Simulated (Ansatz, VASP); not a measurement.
# One calculation of MgO, two programs

Contents of POSCAR:

```
MgO
1.0
    3.4488845301      0.0000000000      0.0000000000
   -1.7244422651      2.9868216178      0.0000000000
    0.0000000000      0.0000000000      4.1430383669
Mg O
2 2
Direct
    0.6666666667      0.3333333333      0.7500000000
    0.3333333333      0.6666666667      0.2500000000
    0.6666666667      0.3333333333      0.2500000000
    0.3333333333      0.6666666667      0.7500000000
```

File INCAR.step1:

```
ALGO = Normal
EDIFF = 1E-4
ENCUT = 520
GGA = PE
ISMEAR = 0
LASPH = T
LCHARG = F
LREAL = F
LWAVE = T
NBANDS = 16
NELM = 60
PREC = Accurate
SIGMA = 0.01
```

File INCAR.step2:

```
ALGO = Normal
EDIFF = 1E-7
ENCUT = 520
ISIF = 2
ISMEAR = 0
ISTART = 1
LASPH = T
LCHARG = F
LMIXTAU = T
LREAL = F
LWAVE = F
METAGGA = R2SCAN
NBANDS = 16
NELM = 60
PREC = Accurate
SIGMA = 0.01
```

KPOINTS

```
k-points
0
Gamma
  9 9 6
```

Input for Ansatz:

```yaml
crystal:
  lattice:
    - [3.4488845301, 0.0, 0.0]
    - [-1.7244422651, 2.9868216178, 0.0]
    - [0.0, 0.0, 4.1430383669]
  atoms:
    - { symbol: Mg, position: [0.6666666667, 0.3333333333, 0.75] }
    - { symbol: Mg, position: [0.3333333333, 0.6666666667, 0.25] }
    - { symbol: O, position: [0.6666666667, 0.3333333333, 0.25] }
    - { symbol: O, position: [0.3333333333, 0.6666666667, 0.75] }
kpoints:
  mp_grid: { grid: [9, 9, 6] }
hamiltonian:
  xc: r2scan
scf:
  occupations: { method: fixed }
  n_extra_bands: 5
output:
  forces: true
  stress: true
  eigenvalues: true
```

Alike in both runs: task single point; functional r2SCAN; k mesh 9 × 9 × 6; no spin polarisation.

|  | VASP | Ansatz |
| --- | --- | --- |
| version | VASP 6.6.1 | Ansatz 0.2.0 |
| potentials or method | VASP PAW PBE potentials, release 64 (Mg, O) | plane waves, PAW |
| plane-wave cutoff (eV) | 520 | 500 |
| occupations | gaussian, width 0.01 eV | fixed |
| valence electrons in the cell | 16 | 32 |

```tsv
	VASP	Ansatz	Ansatz less VASP
gap on the k mesh at the Fermi level (eV)	4.24	4.26	+0.014
pressure (GPa)	3.7	4.5	+0.79
traceless stress, the component that is largest in VASP (GPa)	-0.02	0.19	+0.209
```

VASP's potentials were made for PBE, not for r2SCAN. VASP's potentials hold 16 valence electrons a cell and Ansatz's 32, so a difference there can come from the potentials and not from the codes.
